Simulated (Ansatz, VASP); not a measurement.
**One calculation of Nb3Si2O, two programs**

```
CELL_PARAMETERS angstrom
6.45169 0.00000 0.00000
0.00000 6.45169 0.00000
0.00000 0.00000 4.14750
ATOMIC_POSITIONS crystal
Nb 0.50000 0.50000 0.00000
Nb 0.81834 0.31834 0.50000
Nb 0.00000 0.00000 0.00000
Nb 0.18166 0.68166 0.50000
Nb 0.31834 0.18166 0.50000
Nb 0.68166 0.81834 0.50000
Si 0.12782 0.37218 0.00000
Si 0.87218 0.62782 0.00000
Si 0.37218 0.87218 0.00000
Si 0.62782 0.12782 0.00000
O 0.50000 0.50000 0.50000
O 0.00000 0.00000 0.50000
```

Alike in both runs: functional PBE; k mesh 6 × 6 × 8; occupations gaussian, width 0.1 eV; no spin polarisation.

Ansatz relaxed the structure, and its values are those at the end. VASP's run is a single point on that final structure, the one shown.

```csv
,VASP,Ansatz
version,VASP 6.6.1,Ansatz 0.2.0
potentials or method,"VASP PAW PBE potentials, release 64 (Nb_sv, Si, O), cutoff 520 eV","scalar-relativistic, plane waves, PAW"
valence electrons in the cell,106,106
```

Ansatz gave:

| Quantity | Value |
| --- | --- |
| gap on the k mesh at the Fermi level (eV) | none |
| pressure (GPa) | 0.0 |

**Question.** What did VASP give for the same quantities?

**Answer.** gap on the k mesh at the Fermi level (eV): none; pressure (GPa): -0.3.

A gap of «none» marks a metal or a gap that the smearing closes. The functional is the same, so the differences come from potentials, cutoffs and numerics.
